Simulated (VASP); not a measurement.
# VN (rocksalt type) (Fm-3m) in VASP: a series of runs

Runs on VN (rocksalt type). Level: PBEsol. Tasks: single point.

All numbers are computed with VASP 6.6.1; they aren't measurements. Logs are shortened: lines on timing, memory, paths and dates and some standing lists are left out, and cuts for length are marked.

## 1. The cell of the first run

Symmetry: Fm-3m, No. 225, cubic system. Conventional cell: a = 3.338 Å, b = 3.338 Å, c = 3.338 Å, α = 90.00°, β = 90.00°, γ = 90.00°. Within 2.2 Å of V (site symmetry m-3m) lie 6 N at 1.67 Å. N (site symmetry m-3m) has 6 V at 1.67 Å within 2.2 Å.

## 2. Single point, PBEsol (volume scaled by 0.55)

INCAR

```
SYSTEM = VN
ALGO = Normal
EDIFF = 1E-6
ENCUT = 600
GGA = PS
GGA_COMPAT = .False.
ISIF = 2
ISMEAR = -1
LASPH = .True.
LCHARG = .True.
LELF = .True.
LREAL = .False.
LVHAR = .True.
LWAVE = .False.
NBANDS = 16
NELM = 120
PREC = Accurate
SIGMA = 0.1
```

KPOINTS

```
k-points
0
Gamma
  17 17 17
  0 0 0
```

POSCAR

```
VN
1.0
    0.0000000000      1.6691271057      1.6691271057
    1.6691271057      0.0000000000      1.6691271057
    1.6691271057      1.6691271057      0.0000000000
V N
1 1
Direct
    0.0000000000      0.0000000000      0.0000000000
    0.5000000000      0.5000000000      0.5000000000
```

Potentials or basis: VASP PAW PBE potentials, release 64 (V_sv, N).

Launch:

```bash
$ cat potpaw_PBE.64/V_sv/POTCAR potpaw_PBE.64/N/POTCAR > POTCAR
$ mpirun -np 1 vasp_std > vasp.out
```

OUTCAR:

```text
SYSTEM = VN
   EDIFF = 1E-6
   ENCUT = 600
   GGA = PS
   ISIF = 2
   ISMEAR = -1
   LASPH = .True.
   LREAL = .False.
   NELM = 120
   PREC = Accurate

 ion  position               nearest neighbor table
   1  0.000  0.000  0.000-   2 1.67   2 1.67   2 1.67   2 1.67   2 1.67   2 1.67
   2  0.500  0.500  0.500-   1 1.67   1 1.67   1 1.67   1 1.67   1 1.67   1 1.67

  LATTYP: Found a face centered cubic cell.
 ALAT       =     3.3382542114

  Lattice vectors:

 A1 = (   0.0000000000,   1.6691271057,   1.6691271057)
 A2 = (   1.6691271057,   0.0000000000,   1.6691271057)
 A3 = (   1.6691271057,   1.6691271057,   0.0000000000)

Analysis of symmetry for initial positions (statically):
=====================================================================
 Subroutine PRICEL returns:
 Original cell was already a primitive cell.

 Routine SETGRP: Setting up the symmetry group for a
 face centered cubic supercell.

 Subroutine GETGRP returns: Found 48 space group operations
 (whereof 48 operations were pure point group operations)
 out of a pool of 48 trial point group operations.

The static configuration has the point symmetry O_h .

Analysis of symmetry for dynamics (positions and initial velocities):
=====================================================================
 Subroutine PRICEL returns:
 Original cell was already a primitive cell.

 Routine SETGRP: Setting up the symmetry group for a
 face centered cubic supercell.

 Subroutine GETGRP returns: Found 48 space group operations
 (whereof 48 operations were pure point group operations)
 out of a pool of 48 trial point group operations.

The dynamic configuration has the point symmetry O_h .

 Subroutine INISYM returns: Found 48 space group operations
 (whereof 48 operations are pure point group operations),
 and found     1 'primitive' translations

----------------------------------------------------------------------------------------

                                     Primitive cell

  volume of cell :       9.3003

  direct lattice vectors                    reciprocal lattice vectors
     0.000000000  1.669127106  1.669127106    -0.299557774  0.299557774  0.299557774
     1.669127106  0.000000000  1.669127106     0.299557774 -0.299557774  0.299557774
     1.669127106  1.669127106  0.000000000     0.299557774  0.299557774 -0.299557774

  length of vectors
     2.360502190  2.360502190  2.360502190     0.518849284  0.518849284  0.518849284

  position of ions in fractional coordinates (direct lattice)
     0.000000000  0.000000000  0.000000000
     0.500000000  0.500000000  0.500000000

  ion indices of the primitive-cell ions
   primitive index   ion index
                 1           1
                 2           2

----------------------------------------------------------------------------------------

 KPOINTS: k-points

Automatic generation of k-mesh.
 Grid dimensions read from file:
 generate k-points for:   17   17   17

 Generating k-lattice:

  Cartesian coordinates                     Fractional coordinates (reciprocal lattice)
    -0.017621046  0.017621046  0.017621046     0.058823529  0.000000000  0.000000000
     0.017621046 -0.017621046  0.017621046     0.000000000  0.058823529  0.000000000
     0.017621046  0.017621046 -0.017621046     0.000000000  0.000000000  0.058823529

  Length of vectors
     0.030520546  0.030520546  0.030520546

  Shift w.r.t. Gamma in fractional coordinates (k-lattice)
     0.000000000  0.000000000  0.000000000

 Subroutine IBZKPT returns following result:
 ===========================================

 Found    165 irreducible k-points:

 Following reciprocal coordinates:
            Coordinates               Weight
  0.000000  0.000000  0.000000      1.000000
  0.058824  0.000000  0.000000      8.000000
  0.117647  0.000000  0.000000      8.000000
  0.176471  0.000000  0.000000      8.000000
  0.235294  0.000000  0.000000      8.000000
  0.294118  0.000000  0.000000      8.000000
[... 16 lines left out ...]
 -0.176471  0.058824  0.000000     24.000000
 -0.117647  0.058824  0.000000     24.000000
 [... further k-points ...]
   k-points           NKPTS =    165   k-points in BZ     NKDIM =    165   number of bands    NBANDS=     16
   number of dos      NEDOS =    301   number of ions     NIONS =      2
   total plane-waves  NPLWV =   8000
   dimension x,y,z NGX =    20 NGY =   20 NGZ =   20
   dimension x,y,z NGXF=    40 NGYF=   40 NGZF=   40
   ions per type =               1   1
   NGX,Y,Z   is equivalent  to a cutoff of  14.09, 14.09, 14.09 a.u.
   NGXF,Y,Z  is equivalent  to a cutoff of  28.17, 28.17, 28.17 a.u.
 SYSTEM =  VN
   PREC   = accura    normal or accurate (medium, high low for compatibility)
   ISTART =      0    job   : 0-new  1-cont  2-samecut
   ICHARG =      2    charge: 1-file 2-atom 10-const
   ISPIN  =      1    spin polarized calculation?
   LNONCOLLINEAR =      F non collinear calculations
   LSORBIT =      F    spin-orbit coupling
   LASPH  =      T    aspherical Exc in radial PAW
   ENCUT  =  600.0 eV  44.10 Ry    6.64 a.u.   4.71  4.71  4.71*2*pi/ulx,y,z
   NELM   =    120;   NELMIN=  2; NELMDL= -5     # of ELM steps
   EDIFF  = 0.1E-05   stopping-criterion for ELM
   LREAL  =      F    real-space projection
   EDIFFG = 0.1E-04   stopping-criterion for IOM
   NSW    =      0    number of steps for IOM
   IBRION =     -1    ionic relax: 0-MD 1-quasi-New 2-CG
   NFREE  =      0    steps in history (QN), initial steepest desc. (CG)
   ISIF   =      2    stress and relaxation
   ISYM   =      2    0-nonsym 1-usesym 2-fastsym
   POTIM  = 0.5000    time-step for ionic-motion
   TEBEG  =    0.0;   TEEND  =   0.0 temperature during run
   PSTRESS=    0.0 pullay stress
   NELECT =      18.0000    total number of electrons
   NUPDOWN=      -1.0000    fix difference up-down
   EMIN   =  10.00;   EMAX   =-10.00  energy-range for DOS
   EFERMI =   0.00;   METHOD = LEGACY
   ISMEAR =    -1;   SIGMA  =   0.10  broadening in eV -4-tet -1-fermi 0-gaus
   EFERMI_NEDOS =   21; number of points for ismear=-14 and -15
   IALGO  =     38    algorithm
   IMIX   =      4    mixing-type and parameters
     AMIX     =   0.40;   BMIX     =  1.00
     AMIX_MAG =   1.60;   BMIX_MAG =  1.00
  volume/ion in A,a.u.               =       4.65        31.38
  Fermi-wavevector in a.u.,A,eV,Ry     =   2.040170  3.855361 56.631417  4.162292
  Thomas-Fermi vector in A             =   3.045699
   LORBIT       =      0    0 simple, 1 ext, 2 COOP (PROOUT), +10 PAW based schemes
   GGA     = PS    functional components
   LHFCALC =     F    Hartree Fock is set to
   AEXX    =    0.0000 exact exchange contribution
   IVDW    =     0    specifies the selected vdW correction
   LEPSILON=     F    determine dielectric tensor
   LRPA    =     F    only Hartree local field effects (RPA)
 non-spin polarized calculation
  energy-cutoff  :      600.00
  volume of cell :        9.30
 maximum number of plane-waves:       331
   NGX =  9   NGY =  9   NGZ =  9

 number of electron      17.9999994 magnetization

 Free energy of the ion-electron system (eV)
  ---------------------------------------------------
  ext. energy  EPLUGINS =         0.00000000
  ---------------------------------------------------
  free energy    TOTEN  =       -10.28770867 eV

  energy without entropy =      -10.26138229  energy(sigma->0) =      -10.27454548

 E-fermi :  23.9766     XC(G=0): -17.8884

 val. band max:       23.9750290355   @ k =  -0.1176   0.1765   0.0588
 cond. band min:      24.0143701610   @ k =   0.2353   0.0588   0.0000
 fundamental gap:      0.0393411255
 Fermi energy:        23.9766167574

 k-point     1 :       0.0000    0.0000    0.0000
  band No.  band energies     occupation
      1     -42.3800      2.00000
      2     -14.5835      2.00000
      3     -14.5835      2.00000
      4     -14.5835      2.00000
      5       1.9808      2.00000
      6      20.0454      2.00000
[... 8 lines left out ...]
     15      40.1374      0.00000
     16      54.9180      0.00000

 k-point     2 :       0.0588    0.0000    0.0000
  band No.  band energies     occupation
      1     -42.3479      2.00000
      2     -14.7464      2.00000
      3     -14.5924      2.00000
      4     -14.5924      2.00000
      5       2.1817      2.00000
      6      18.9138      2.00000
[... 8 lines left out ...]
     15      40.2698      0.00000
     16      54.6378      0.00000

 k-point     3 :       0.1176    0.0000    0.0000
  band No.  band energies     occupation
      1     -42.2550      2.00000
      2     -15.1990      2.00000
      3     -14.6182      2.00000
      4     -14.6182      2.00000
      5       2.7466      2.00000
      6      17.4735      2.00000
[... 8 lines left out ...]
     15      40.6373      0.00000
     16      53.9851      0.00000

 k-point     4 :       0.1765    0.0000    0.0000
  band No.  band energies     occupation
      1     -42.1114      2.00000
      2     -15.8495      2.00000
      3     -14.6569      2.00000
      4     -14.6569      2.00000
      5       3.5821      2.00000
      6      15.9909      2.00000
[... 8 lines left out ...]
     15      41.6394      0.00000
     16      52.7284      0.00000
[... 324 lines left out ...]
 k-point    22 :      -0.2353    0.0588    0.0000
  band No.  band energies     occupation
      1     -41.8487      2.00000
      2     -16.8362      2.00000
      3     -14.8947      2.00000
      4     -14.6521      2.00000
      5       5.0158      2.00000
      6      13.7366      2.00000
[... 8 lines left out ...]
     15      43.5847      0.00000
     16      49.6704      0.00000

 k-point    23 :      -0.1765    0.0588    0.0000
  band No.  band energies     occupation
      1     -42.0306      2.00000
      2     -16.1173      2.00000
      3     -14.8321      2.00000
      4     -14.6083      2.00000
      5       4.0207      2.00000
      6      15.1290      2.00000
[... 8 lines left out ...]
     15      42.1052      0.00000
     16      51.2135      0.00000

 k-point    24 :      -0.1176    0.0588    0.0000
  band No.  band energies     occupation
      1     -42.1857      2.00000
      2     -15.4564      2.00000
      3     -14.7592      2.00000
      4     -14.5816      2.00000
      5       3.1470      2.00000
      6      16.5975      2.00000
[... 8 lines left out ...]
     15      40.9046      0.00000
     16      52.5868      0.00000

 [... further k-points ...]

------------------------ aborting loop because EDIFF is reached ----------------------------------------

  FORCE on cell =-STRESS in cart. coord.  units (eV):
  Direction    XX          YY          ZZ          XY          YZ          ZX
  --------------------------------------------------------------------------------------
  -------------------------------------------------------------------------------------
  Total       41.9519879     41.9519879     41.9519879     -0.0000000      0.0000000     -0.0000000
  in kB     7227.1139330   7227.1139330   7227.1139330     -0.0000000      0.0000000     -0.0000000
  external PRESSURE =    7227.1139330 kB  Pullay stress =       0.0000000 kB

 VOLUME and BASIS-vectors are now :
 -----------------------------------------------------------------------------
  energy-cutoff  :      600.00
  volume of cell :        9.30
      direct lattice vectors                 reciprocal lattice vectors
     0.000000000  1.669127106  1.669127106    -0.299557774  0.299557774  0.299557774
     1.669127106  0.000000000  1.669127106     0.299557774 -0.299557774  0.299557774
     1.669127106  1.669127106  0.000000000     0.299557774  0.299557774 -0.299557774

 POSITION                                       TOTAL-FORCE (eV/Angst)
 -----------------------------------------------------------------------------------
      0.00000      0.00000      0.00000        -0.000000      0.000000      0.000000
      1.66913      1.66913      1.66913         0.000000     -0.000000     -0.000000
 -----------------------------------------------------------------------------------
    total drift:                                0.000000     -0.000000     -0.000000

  FREE ENERGIE OF THE ION-ELECTRON SYSTEM (eV)
  ---------------------------------------------------
  free  energy   TOTEN  =       -10.2877086676 eV

  energy  without entropy=      -10.2613822894  energy(sigma->0) =      -10.27454548
```

Wall time 16 s (1 thread of Intel Xeon 6975P-C (Granite Rapids), shared host); peak memory 0.14 GiB.

The run converged, but its numbers aren't listed here, since they failed a check.

Caveat: the PAW data sets were made with another functional, which shifts forces and pressure a little; the run has no spin polarisation, though such a crystal can be magnetic.

## 3. Single point, PBEsol (volume scaled by 0.64)

INCAR

```
PREC = Accurate
ENCUT = 600
EDIFF = 1E-6
ISMEAR = -1
SIGMA = 0.1
LREAL = F
LASPH = T
NELM = 120
ALGO = Normal
ISIF = 2
LWAVE = F
LCHARG = F
GGA = PS
NBANDS = 16
GGA_COMPAT = F
```

KPOINTS

```
Automatic mesh
0
Gamma
  17 17 17
```

POSCAR

```
VN
1.0
    0.0000000000      1.7556118546      1.7556118546
    1.7556118546      0.0000000000      1.7556118546
    1.7556118546      1.7556118546      0.0000000000
V N
1 1
Direct
    0.0000000000      0.0000000000      0.0000000000
    0.5000000000      0.5000000000      0.5000000000
```

Potentials or basis: VASP PAW PBE potentials, release 64 (V_sv, N).

Launch:

```bash
$ cat potpaw_PBE.64/V_sv/POTCAR potpaw_PBE.64/N/POTCAR > POTCAR
$ mpirun -np 1 vasp_std > vasp.out
```

It took 17 s on 1 thread of Intel Xeon 6975P-C (Granite Rapids), shared host; peak memory 0.15 GiB.

Results (log left out):

```yaml
Free_energy: -15.4505 eV
Pressure: 395.7 GPa
Band_gap_on_the_k_mesh: zero (band 9 reaches 21.86 eV, above the bottom of band 10 at 17.40 eV)
```

Levels at points of the mesh, in eV from the Fermi level:
| k point | band 6 | band 7 | band 8 | band 9 | band 10 | band 11 | band 12 | band 13 |
| --- | --- | --- | --- | --- | --- | --- | --- | --- |
| (0.00, 0.00, 0.00) | -3.23 | -3.23 | -3.23 | -3.17 | -3.17 | -3.17 | -0.97 | -0.97 |

Caveat: the PAW data sets were made with another functional, which shifts forces and pressure a little; the run has no spin polarisation, though such a crystal can be magnetic.

## 4. Single point, PBEsol (volume scaled by 0.64)

INCAR

```
SYSTEM = VN
  PREC = Accurate
  ENCUT = 600
  EDIFF = 1E-6
  ISMEAR = -1
  SIGMA = 0.1
  LREAL = .FALSE.
  LASPH = .TRUE.
  NELM = 120
  ALGO = Normal
  ISIF = 2
  LWAVE = .FALSE.
  LCHARG = .FALSE.
  GGA = PS
  NBANDS = 16
  GGA_COMPAT = .FALSE.
```

KPOINTS

```
regular mesh
0
G
  17 17 17
  0 0 0
```

POSCAR is that of step 3.

Launch:

```bash
$ cat potpaw_PBE.64/V_sv/POTCAR potpaw_PBE.64/N/POTCAR > POTCAR
$ mpirun -np 1 vasp_std > vasp.out
```

Wall time 14 s (1 thread of Intel Xeon 6975P-C (Granite Rapids), shared host); peak memory 0.15 GiB.

Results (log left out):

| Quantity | Value |
| --- | --- |
| Free energy | -15.4505 eV |
| Pressure | 395.7 GPa |
| Band gap on the k mesh | zero (band 9 reaches 21.86 eV, above the bottom of band 10 at 17.40 eV) |

Levels at points of the mesh, in eV from the Fermi level:
```tsv
k point	band 5	band 6	band 7	band 8	band 9	band 10	band 11	band 12	band 13	band 14
(0.00, 0.00, 0.00)	-21.39	-3.23	-3.23	-3.23	-3.17	-3.17	-3.17	-0.97	-0.97	13.15
```

Caveat: the PAW data sets were made with another functional, which shifts forces and pressure a little; the run has no spin polarisation, though such a crystal can be magnetic.

## 5. Single point, PBEsol (volume scaled by 0.72)

INCAR

```
SYSTEM = VN
PREC = Accurate
ENCUT = 600
EDIFF = 1E-6
ISMEAR = -1
SIGMA = 0.1
LREAL = .FALSE.
LASPH = .TRUE.
NELM = 120
ALGO = Normal
ISIF = 2
LWAVE = .FALSE.
LCHARG = .FALSE.
GGA = PS
NBANDS = 16
GGA_COMPAT = .FALSE.
```

KPOINTS

```
Automatic mesh
0
G
  17 17 17
  0 0 0
```

POSCAR

```
VN
1.0
    0.0000000000      1.8259099092      1.8259099092
    1.8259099092      0.0000000000      1.8259099092
    1.8259099092      1.8259099092      0.0000000000
V N
1 1
Direct
    0.0000000000      0.0000000000      0.0000000000
    0.5000000000      0.5000000000      0.5000000000
```

Launch:

```bash
$ cat potpaw_PBE.64/V_sv/POTCAR potpaw_PBE.64/N/POTCAR > POTCAR
$ mpirun -np 1 vasp_std > vasp.out
```

Run time: 16 s. Hardware: 1 thread of Intel Xeon 6975P-C (Granite Rapids), shared host; peak memory 0.17 GiB.

Results (log left out):

```yaml
Free_energy: -18.0321 eV
Pressure: 228.4 GPa
Band_gap_on_the_k_mesh: zero (band 9 reaches 19.23 eV, above the bottom of band 10 at 15.48 eV)
```

Levels at points of the mesh, in eV from the Fermi level:
```tsv
k point	band 7	band 8	band 9	band 10	band 11	band 12
(0.00, 0.00, 0.00)	-2.99	-2.99	-2.67	-2.67	-2.67	-0.83
```

Caveat: the PAW data sets were made with another functional, which shifts forces and pressure a little; the run has no spin polarisation, though such a crystal can be magnetic.

## 6. Single point, PBEsol (volume scaled by 0.72)

INCAR

```
  PREC = Accurate
  ENCUT = 600
  EDIFF = 1E-6
  ISMEAR = -1
  SIGMA = 0.1
  LREAL = False
  LASPH = True
  NELM = 120
  ALGO = Normal
  ISIF = 2
  LWAVE = False
  LCHARG = False
  GGA = PS
  NBANDS = 16
  GGA_COMPAT = False
```

KPOINTS

```
regular mesh
0
Gamma
  17 17 17
```

POSCAR is that of step 5.

Potentials or basis: VASP PAW PBE potentials, release 64 (V_sv, N).

Launch:

```bash
$ cat potpaw_PBE.64/V_sv/POTCAR potpaw_PBE.64/N/POTCAR > POTCAR
$ mpirun -np 1 vasp_std > vasp.out
```

Wall time 20 s (1 thread of Intel Xeon 6975P-C (Granite Rapids), shared host); peak memory 0.16 GiB.

The run converged. Its results:

```yaml
Free_energy: -18.0321 eV
Pressure: 228.4 GPa
Band_gap_on_the_k_mesh: zero (band 9 reaches 19.23 eV, above the bottom of band 10 at 15.48 eV)
```

Levels at points of the mesh, in eV from the Fermi level:
```
           k point  band 5  band 6  band 7  band 8  band 9  band 10  band 11  band 12  band 13  band 14
(0.00, 0.00, 0.00)  -20.69   -2.99   -2.99   -2.99   -2.67    -2.67    -2.67    -0.83    -0.83    11.06
```

Caveat: the PAW data sets were made with another functional, which shifts forces and pressure a little; the run has no spin polarisation, though such a crystal can be magnetic.
